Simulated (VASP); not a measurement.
# Ta (P6_3/mmc) in VASP: a series of runs

Runs on Ta. Level: PBEsol. Tasks: single point.

Everything below comes from runs of VASP 6.6.1. Logs are shortened: lines on timing, memory, paths and dates and some standing lists are left out, and cuts for length are marked.

## Step 1: The cell of the first run

Symmetry: P6_3/mmc, No. 194, hexagonal system. The conventional cell has a = 2.854 Å, b = 2.854 Å, c = 5.337 Å, α = 90.00°, β = 90.00°, γ = 120.00°. Ta (site symmetry -6m2) has 12 Ta at 2.85 to 3.14 Å within 3.8 Å.

## Step 2: Single point, PBEsol

The input, INCAR:

```
PREC     = Accurate       # precision mode
ENCUT    = 520            # plane-wave cutoff, eV
EDIFF    = 1E-6           # SCF threshold, eV
ISMEAR   = 0              # smearing method
SIGMA    = 0.15           # smearing width, eV
LREAL    = False          # projectors in reciprocal space
LASPH    = True           # aspherical terms in the spheres
NELM     = 100            # most SCF steps
ALGO     = Fast           # electronic algorithm
ISIF     = 2              # what is computed and relaxed
LWAVE    = False          # write WAVECAR
LCHARG   = True           # write CHGCAR
GGA      = PS             # functional
LELF     = True           # ELF
LVHAR    = True         
NBANDS   = 18             # bands
```

The input, KPOINTS:

```
regular mesh
0
Gamma
  21 21 10
```

The input, POSCAR:

```
Ta
1.0
    2.8535836961      0.0000000000      0.0000000000
   -1.4267918481      2.4712759727      0.0000000000
    0.0000000000      0.0000000000      5.3370790476
Ta
2
Direct
    0.6666666667      0.3333333333      0.7500000000
    0.3333333333      0.6666666667      0.2500000000
```

Potentials or basis: VASP PAW PBE potentials, release 64 (Ta_pv).

On the command line:

```sh
$ cat potpaw_PBE.64/Ta_pv/POTCAR > POTCAR
$ mpirun -np 1 vasp_std > vasp.out
```

OUTCAR:

```text
PREC = Accurate
   ENCUT = 520
   EDIFF = 1E-6
   ISMEAR = 0
   LREAL = False
   LASPH = True
   NELM = 100
   ISIF = 2
   GGA = PS

 ion  position               nearest neighbor table
   1  0.667  0.333  0.750-   2 3.14   2 3.14   2 3.14   2 3.14   2 3.14   2 3.14
   2  0.333  0.667  0.250-   1 3.14   1 3.14   1 3.14   1 3.14   1 3.14   1 3.14

  LATTYP: Found a hexagonal cell.
 ALAT       =     2.8535836961
 C/A-ratio  =     1.8703075206

  Lattice vectors:

 A1 = (   2.8535836961,   0.0000000000,   0.0000000000)
 A2 = (  -1.4267918481,   2.4712759727,   0.0000000000)
 A3 = (   0.0000000000,   0.0000000000,   5.3370790476)

Analysis of symmetry for initial positions (statically):
=====================================================================
 Subroutine PRICEL returns:
 Original cell was already a primitive cell.

 Routine SETGRP: Setting up the symmetry group for a
 hexagonal supercell.

 Subroutine GETGRP returns: Found 24 space group operations
 (whereof 12 operations were pure point group operations)
 out of a pool of 24 trial point group operations.

The static configuration has the point symmetry D_3d.
 The point group associated with its full space group is D_6h.

Analysis of symmetry for dynamics (positions and initial velocities):
=====================================================================
 Subroutine PRICEL returns:
 Original cell was already a primitive cell.

 Routine SETGRP: Setting up the symmetry group for a
 hexagonal supercell.

 Subroutine GETGRP returns: Found 24 space group operations
 (whereof 12 operations were pure point group operations)
 out of a pool of 24 trial point group operations.

The dynamic configuration has the point symmetry D_3d.
 The point group associated with its full space group is D_6h.

 Subroutine INISYM returns: Found 24 space group operations
 (whereof 12 operations are pure point group operations),
 and found     1 'primitive' translations

----------------------------------------------------------------------------------------

                                     Primitive cell

  volume of cell :      37.6370

  direct lattice vectors                    reciprocal lattice vectors
     2.853583696  0.000000000  0.000000000     0.350436541  0.202324631  0.000000000
    -1.426791848  2.471275973  0.000000000     0.000000000  0.404649263  0.000000000
     0.000000000  0.000000000  5.337079048     0.000000000  0.000000000  0.187368407

  length of vectors
     2.853583696  2.853583696  5.337079048     0.404649263  0.404649263  0.187368407

  position of ions in fractional coordinates (direct lattice)
     0.666666667  0.333333333  0.750000000
     0.333333333  0.666666667  0.250000000

  ion indices of the primitive-cell ions
   primitive index   ion index
                 1           1
                 2           2

----------------------------------------------------------------------------------------

 KPOINTS: regular mesh

Automatic generation of k-mesh.
 Grid dimensions read from file:
 generate k-points for:   21   21   10

 Generating k-lattice:

  Cartesian coordinates                     Fractional coordinates (reciprocal lattice)
     0.016687454  0.009634506  0.000000000     0.047619048  0.000000000  0.000000000
     0.000000000  0.019269013  0.000000000     0.000000000  0.047619048  0.000000000
     0.000000000  0.000000000  0.018736841     0.000000000  0.000000000  0.100000000

  Length of vectors
     0.019269013  0.019269013  0.018736841

  Shift w.r.t. Gamma in fractional coordinates (k-lattice)
     0.000000000  0.000000000  0.000000000

 Subroutine IBZKPT returns following result:
 ===========================================

 Found    288 irreducible k-points:

 Following reciprocal coordinates:
            Coordinates               Weight
  0.000000  0.000000  0.000000      1.000000
  0.047619  0.000000  0.000000      6.000000
  0.095238  0.000000  0.000000      6.000000
  0.142857  0.000000  0.000000      6.000000
  0.190476  0.000000  0.000000      6.000000
  0.238095  0.000000  0.000000      6.000000
[... 16 lines left out ...]
  0.142857  0.095238  0.000000     12.000000
  0.190476  0.095238  0.000000     12.000000
 [... further k-points ...]
   k-points           NKPTS =    288   k-points in BZ     NKDIM =    288   number of bands    NBANDS=     18
   number of dos      NEDOS =    301   number of ions     NIONS =      2
   total plane-waves  NPLWV =  23040
   dimension x,y,z NGX =    24 NGY =   24 NGZ =   40
   dimension x,y,z NGXF=    48 NGYF=   48 NGZF=   80
   ions per type =               2
   NGX,Y,Z   is equivalent  to a cutoff of  13.98, 13.98, 12.46 a.u.
   NGXF,Y,Z  is equivalent  to a cutoff of  27.96, 27.96, 24.92 a.u.
 SYSTEM =  unknown system
   PREC   = accura    normal or accurate (medium, high low for compatibility)
   ISTART =      0    job   : 0-new  1-cont  2-samecut
   ICHARG =      2    charge: 1-file 2-atom 10-const
   ISPIN  =      1    spin polarized calculation?
   LNONCOLLINEAR =      F non collinear calculations
   LSORBIT =      F    spin-orbit coupling
   LASPH  =      T    aspherical Exc in radial PAW
   ENCUT  =  520.0 eV  38.22 Ry    6.18 a.u.   5.31  5.31  9.92*2*pi/ulx,y,z
   NELM   =    100;   NELMIN=  2; NELMDL= -5     # of ELM steps
   EDIFF  = 0.1E-05   stopping-criterion for ELM
   LREAL  =      F    real-space projection
   EDIFFG = 0.1E-04   stopping-criterion for IOM
   NSW    =      0    number of steps for IOM
   IBRION =     -1    ionic relax: 0-MD 1-quasi-New 2-CG
   NFREE  =      0    steps in history (QN), initial steepest desc. (CG)
   ISIF   =      2    stress and relaxation
   ISYM   =      2    0-nonsym 1-usesym 2-fastsym
   POTIM  = 0.5000    time-step for ionic-motion
   TEBEG  =    0.0;   TEEND  =   0.0 temperature during run
   PSTRESS=    0.0 pullay stress
   NELECT =      22.0000    total number of electrons
   NUPDOWN=      -1.0000    fix difference up-down
   EMIN   =  10.00;   EMAX   =-10.00  energy-range for DOS
   EFERMI =   0.00;   METHOD = LEGACY
   ISMEAR =     0;   SIGMA  =   0.15  broadening in eV -4-tet -1-fermi 0-gaus
   EFERMI_NEDOS =   21; number of points for ismear=-14 and -15
   IALGO  =     68    algorithm
   IMIX   =      4    mixing-type and parameters
     AMIX     =   0.40;   BMIX     =  1.00
     AMIX_MAG =   1.60;   BMIX_MAG =  1.00
  volume/ion in A,a.u.               =      18.82       126.99
  Fermi-wavevector in a.u.,A,eV,Ry     =   1.368812  2.586680 25.492516  1.873647
  Thomas-Fermi vector in A             =   2.494743
   LORBIT       =      0    0 simple, 1 ext, 2 COOP (PROOUT), +10 PAW based schemes
   GGA     = PS    functional components
   LHFCALC =     F    Hartree Fock is set to
   AEXX    =    0.0000 exact exchange contribution
   IVDW    =     0    specifies the selected vdW correction
   LEPSILON=     F    determine dielectric tensor
   LRPA    =     F    only Hartree local field effects (RPA)
 non-spin polarized calculation
 RMM-DIIS sequential band-by-band and
 Gauss-broadening in eV      SIGMA  =   0.15
  energy-cutoff  :      520.00
  volume of cell :       37.64
 maximum number of plane-waves:      1034
 NGX is ok and might be reduce to    24

 number of electron      21.9999994 magnetization

 Free energy of the ion-electron system (eV)
  ---------------------------------------------------
  ext. energy  EPLUGINS =         0.00000000
  ---------------------------------------------------
  free energy    TOTEN  =       -24.45686867 eV

  energy without entropy =      -24.42721742  energy(sigma->0) =      -24.44204305

 E-fermi :   5.3562     XC(G=0): -12.4810

 val. band max:        5.3486768945   @ k =   0.3810   0.0952   0.1000
 cond. band min:       5.3564938272   @ k =   0.2857   0.2381   0.1000
 fundamental gap:      0.0078169327
 Fermi energy:         5.3561500734

 k-point     1 :       0.0000    0.0000    0.0000
  band No.  band energies     occupation
      1     -29.0917      2.00000
      2     -28.3884      2.00000
      3     -28.0964      2.00000
      4     -28.0964      2.00000
      5     -28.0359      2.00000
      6     -28.0359      2.00000
[... 10 lines left out ...]
     17      10.5961      0.00000
     18      10.5961      0.00000

 k-point     2 :       0.0476    0.0000    0.0000
  band No.  band energies     occupation
      1     -29.0843      2.00000
      2     -28.3880      2.00000
      3     -28.1242      2.00000
      4     -28.1035      2.00000
      5     -28.0643      2.00000
      6     -28.0414      2.00000
[... 10 lines left out ...]
     17      10.6264      0.00000
     18      10.7691      0.00000

 k-point     3 :       0.0952    0.0000    0.0000
  band No.  band energies     occupation
      1     -29.0627      2.00000
      2     -28.3871      2.00000
      3     -28.2050      2.00000
      4     -28.1461      2.00000
      5     -28.1241      2.00000
      6     -28.0572      2.00000
[... 10 lines left out ...]
     17      10.6949      0.00000
     18      11.1998      0.00000

 k-point     4 :       0.1429    0.0000    0.0000
  band No.  band energies     occupation
      1     -29.0280      2.00000
      2     -28.3864      2.00000
      3     -28.3303      2.00000
      4     -28.2718      2.00000
      5     -28.1559      2.00000
      6     -28.0822      2.00000
[... 375 lines left out ...]
      4     -28.3487      2.00000
      5     -28.1704      2.00000
      6     -28.1097      2.00000
[... 10 lines left out ...]
     17      10.6202      0.00000
     18      12.1801      0.00000

 k-point    23 :       0.1429    0.0952    0.0000
  band No.  band energies     occupation
      1     -28.9635      2.00000
      2     -28.5224      2.00000
      3     -28.4908      2.00000
      4     -28.3875      2.00000
      5     -28.2158      2.00000
      6     -28.1504      2.00000
[... 10 lines left out ...]
     17      10.5585      0.00000
     18      12.8398      0.00000

 k-point    24 :       0.1905    0.0952    0.0000
  band No.  band energies     occupation
      1     -28.9109      2.00000
      2     -28.6809      2.00000
      3     -28.6406      2.00000
      4     -28.3911      2.00000
      5     -28.2691      2.00000
      6     -28.1945      2.00000
[... 10 lines left out ...]
     17      10.4957      0.00000
     18      12.9841      0.00000

 [... further k-points ...]
[... 5 lines left out ...]
  --------------------------------------------------------------------------------------
  -------------------------------------------------------------------------------------
  Total       -0.6404907     -0.6404907     -2.9838382      0.0000000      0.0000000      0.0000000
  in kB      -27.2651516    -27.2651516   -127.0194858      0.0000000      0.0000000      0.0000000
  external PRESSURE =     -60.5165963 kB  Pullay stress =       0.0000000 kB

 VOLUME and BASIS-vectors are now :
 -----------------------------------------------------------------------------
  energy-cutoff  :      520.00
  volume of cell :       37.64
      direct lattice vectors                 reciprocal lattice vectors
     2.853583696  0.000000000  0.000000000     0.350436541  0.202324631  0.000000000
    -1.426791848  2.471275973  0.000000000     0.000000000  0.404649263  0.000000000
     0.000000000  0.000000000  5.337079048     0.000000000  0.000000000  0.187368407

 POSITION                                       TOTAL-FORCE (eV/Angst)
 -----------------------------------------------------------------------------------
      1.42679      0.82376      4.00281         0.000000     -0.000000      0.000000
     -0.00000      1.64752      1.33427        -0.000000      0.000000      0.000000
 -----------------------------------------------------------------------------------
    total drift:                                0.000000     -0.000000      0.000000

  FREE ENERGIE OF THE ION-ELECTRON SYSTEM (eV)
  ---------------------------------------------------
  free  energy   TOTEN  =       -24.4568686736 eV

  energy  without entropy=      -24.4272174179  energy(sigma->0) =      -24.44204305
```

It took 82 s on 1 thread of Intel Xeon Platinum 8559C (Emerald Rapids), shared host; peak memory 0.28 GiB.

Results:

* Free energy: -24.4569 eV
* Pressure: -6.1 GPa
* Band gap on the k mesh: zero (band 11 reaches 6.95 eV, above the bottom of band 12 at 4.59 eV)

Stress tensor (GPa, compression positive):
```
 -2.73   0.00   0.00
  0.00  -2.73   0.00
  0.00   0.00 -12.70
```

Caveat: the PAW data sets were made with another functional, which shifts forces and pressure a little; spin-orbit coupling is left out, which moves the levels of the heavy elements.

## Step 3: Single point, PBEsol

This run uses another cell than the first one, of the same volume but with other edges.

The input, INCAR:

```
SYSTEM = Ta
ALGO = Fast
EDIFF = 1E-7
ENCUT = 520
GGA = PS
ISIF = 2
ISMEAR = 0
LASPH = .True.
LCHARG = .False.
LREAL = .False.
LWAVE = .False.
NBANDS = 18
NELM = 60
PREC = Accurate
SIGMA = 0.15
```

The input, KPOINTS:

```
k-points
0
Gamma
  21 21 10
  0 0 0
```

The input, POSCAR:

```
Ta
1.0
    3.1243311036      0.0000000000      0.0000000000
   -1.5621655518      2.7057501056      0.0000000000
    0.0000000000      0.0000000000      4.4521599695
Ta
2
Direct
    0.6666666667      0.3333333333      0.7500000000
    0.3333333333      0.6666666667      0.2500000000
```

Potentials or basis: VASP PAW PBE potentials, release 64 (Ta_pv).

On the command line:

```sh
$ cat potpaw_PBE.64/Ta_pv/POTCAR > POTCAR
$ mpirun -np 1 vasp_std > vasp.out
```

OUTCAR:

```text
SYSTEM = Ta
   EDIFF = 1E-7
   ENCUT = 520
   GGA = PS
   ISIF = 2
   ISMEAR = 0
   LASPH = .True.
   LREAL = .False.
   NELM = 60
   PREC = Accurate

 ion  position               nearest neighbor table
   1  0.667  0.333  0.750-   2 2.87   2 2.87   2 2.87   2 2.87   2 2.87   2 2.87
   2  0.333  0.667  0.250-   1 2.87   1 2.87   1 2.87   1 2.87   1 2.87   1 2.87

  LATTYP: Found a hexagonal cell.
 ALAT       =     3.1243311036
 C/A-ratio  =     1.4249962062

  Lattice vectors:

 A1 = (   3.1243311036,   0.0000000000,   0.0000000000)
 A2 = (  -1.5621655518,   2.7057501056,   0.0000000000)
 A3 = (   0.0000000000,   0.0000000000,   4.4521599695)

Analysis of symmetry for initial positions (statically):
=====================================================================
 Subroutine PRICEL returns:
 Original cell was already a primitive cell.

 Routine SETGRP: Setting up the symmetry group for a
 hexagonal supercell.

 Subroutine GETGRP returns: Found 24 space group operations
 (whereof 12 operations were pure point group operations)
 out of a pool of 24 trial point group operations.

The static configuration has the point symmetry D_3d.
 The point group associated with its full space group is D_6h.

[... 157 lines left out ...]
  ext. energy  EPLUGINS =         0.00000000
  ---------------------------------------------------
  free energy    TOTEN  =       -24.16834422 eV

  energy without entropy =      -24.13241679  energy(sigma->0) =      -24.15038051

 E-fermi :   5.4788     XC(G=0): -12.4803

 val. band max:        5.4753854933   @ k =   0.3333  -0.0000   0.4000
 cond. band min:       5.4875370260   @ k =   0.2381   0.0476   0.5000
 fundamental gap:      0.0121515327
 Fermi energy:         5.4788297374

 k-point     1 :       0.0000    0.0000    0.0000
  band No.  band energies     occupation
      1     -29.2366      2.00000
      2     -28.4972      2.00000
      3     -28.4972      2.00000
      4     -28.2316      2.00000
      5     -28.2316      2.00000
      6     -27.9220      2.00000
[... 481 lines left out ...]
      5     -28.2674      2.00000
      6     -28.0669      2.00000
[... 10 lines left out ...]
     17      11.3895      0.00000
     18      14.9020      0.00000

 [... further k-points ...]
[... 5 lines left out ...]
  --------------------------------------------------------------------------------------
  -------------------------------------------------------------------------------------
  Total       -1.8874726     -1.8874726     -0.0365839      0.0000000     -0.0000000      0.0000000
  in kB      -80.3481222    -80.3481222     -1.5573462      0.0000000     -0.0000000      0.0000000
  external PRESSURE =     -54.0845302 kB  Pullay stress =       0.0000000 kB

 VOLUME and BASIS-vectors are now :
 -----------------------------------------------------------------------------
  energy-cutoff  :      520.00
  volume of cell :       37.64
      direct lattice vectors                 reciprocal lattice vectors
     3.124331104  0.000000000  0.000000000     0.320068510  0.184791640  0.000000000
    -1.562165552  2.705750106  0.000000000     0.000000000  0.369583280  0.000000000
     0.000000000  0.000000000  4.452159970     0.000000000  0.000000000  0.224610078

 POSITION                                       TOTAL-FORCE (eV/Angst)
 -----------------------------------------------------------------------------------
      1.56217      0.90192      3.33912         0.000000      0.000000      0.000000
     -0.00000      1.80383      1.11304        -0.000000     -0.000000      0.000000
 -----------------------------------------------------------------------------------
    total drift:                                0.000000     -0.000000      0.000000

  FREE ENERGIE OF THE ION-ELECTRON SYSTEM (eV)
  ---------------------------------------------------
  free  energy   TOTEN  =       -24.1683442244 eV

  energy  without entropy=      -24.1324167944  energy(sigma->0) =      -24.15038051
```

OSZICAR:

```text
N       E                     dE             d eps       ncg     rms          rms(c)
DAV:   1     0.168079361733E+03    0.16808E+03   -0.12815E+04 10368   0.126E+03
DAV:   2    -0.209893107764E+02   -0.18907E+03   -0.18603E+03 12776   0.354E+02
DAV:   3    -0.251527003913E+02   -0.41634E+01   -0.40770E+01 12320   0.495E+01
DAV:   4    -0.251868811473E+02   -0.34181E-01   -0.34009E-01 11768   0.454E+00
DAV:   5    -0.251871151456E+02   -0.23400E-03   -0.23398E-03 11718   0.372E-01    0.179E+01
RMM:   6    -0.244078588835E+02    0.77926E+00   -0.73500E-01 10431   0.629E+00    0.857E+00
RMM:   7    -0.241674253306E+02    0.24043E+00   -0.87557E-01 11355   0.634E+00    0.468E-01
RMM:   8    -0.241676398968E+02   -0.21457E-03   -0.47211E-02 12542   0.160E+00    0.467E-01
RMM:   9    -0.241687504028E+02   -0.11105E-02   -0.12024E-02 12847   0.678E-01    0.303E-01
RMM:  10    -0.241683261240E+02    0.42428E-03   -0.33132E-03 11306   0.431E-01    0.933E-02
RMM:  11    -0.241683345005E+02   -0.83765E-05   -0.38691E-04 13794   0.142E-01    0.302E-02
RMM:  12    -0.241683424395E+02   -0.79391E-05   -0.72035E-05 14007   0.597E-02    0.237E-02
RMM:  13    -0.241683434135E+02   -0.97398E-06   -0.98554E-06 13200   0.184E-02    0.756E-03
RMM:  14    -0.241683442554E+02   -0.84192E-06   -0.20971E-06 12724   0.793E-03    0.932E-03
RMM:  15    -0.241683441463E+02    0.10913E-06   -0.72771E-07 10324   0.529E-03    0.524E-03
RMM:  16    -0.241683442244E+02   -0.78139E-07   -0.12583E-07  7370   0.197E-03
   1 F= -.24168344E+02 E0= -.24150381E+02  d E =-.359274E-01
```

It took 85 s on 1 thread of Intel Xeon Platinum 8559C (Emerald Rapids), shared host; peak memory 0.27 GiB.

Results:

* Free energy: -24.1683 eV
* Pressure: -5.4 GPa
* Band gap on the k mesh: zero (band 11 reaches 6.66 eV, above the bottom of band 12 at 4.74 eV)

Caveat: the PAW data sets were made with another functional, which shifts forces and pressure a little; spin-orbit coupling is left out, which moves the levels of the heavy elements.

(Part 1 of 2 ends here.)
